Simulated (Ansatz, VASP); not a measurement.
PbS in VASP and in Ansatz

```
Pb S
1.0
     0.00000    3.00427    3.00427
     3.00427    0.00000    3.00427
     3.00427    3.00427    0.00000
Pb S
1 1
Cartesian
  0.0000 0.0000 0.0000
  3.0043 3.0043 3.0043
```

Alike in both runs: functional PBE; k mesh 12 × 12 × 12; occupations fermi-dirac, width 0.05 eV; no spin polarisation.

Ansatz relaxed the structure, and its values are those at the end. VASP's run is a single point on that final structure, the one shown.

```csv
,VASP,Ansatz
version,VASP 6.6.1,Ansatz 0.2.0
potentials or method,"VASP PAW PBE potentials, release 64 (Pb_d, S)","PAW with Ansatz's default frozen-core files, scalar-relativistic"
plane-wave cutoff (eV),520,420
valence electrons in the cell,20,20
```

Ansatz gave:

* pressure (GPa): 0.0

Question: Which values does VASP return?

Answer: Pressure (GPa): -0.1.

Neither program's run includes spin-orbit coupling.
